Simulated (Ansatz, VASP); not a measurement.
**KBr in VASP and in Ansatz**

```
K Br
1.0
     3.97587    0.00000    0.00000
     0.00000    3.97587    0.00000
     0.00000    0.00000    4.05618
K Br
1 1
Direct
  0.00000 0.00000 0.00000
  0.50000 0.50000 0.50000
```

Change from the starting cell: uniaxial_z strain +2.0%.

Alike in both runs: task single point; functional HSE06; k mesh 4 × 4 × 4; no spin polarisation.

|  | VASP | Ansatz |
| --- | --- | --- |
| version | VASP 6.6.1 | Ansatz 0.2.0 |
| potentials or method | VASP PAW PBE potentials, release 64 (K_sv, Br) | plane waves, PAW |
| plane-wave cutoff (eV) | 520 | 420 |
| occupations | gaussian, width 0.01 eV | fixed |
| valence electrons in the cell | 16 | 16 |

|  | VASP | Ansatz | Ansatz less VASP |
| --- | --- | --- | --- |
| gap on the k mesh at the Fermi level (eV) | 5.08 | 5.08 | +0.002 |
| pressure (GPa) | 0.2 | 0.1 | -0.02 |
| traceless stress, the component that is largest in VASP (GPa) | -0.51 | -0.51 | -0.002 |

Ansatz's warnings: stress exchange threshold loose, stress scf threshold loose.
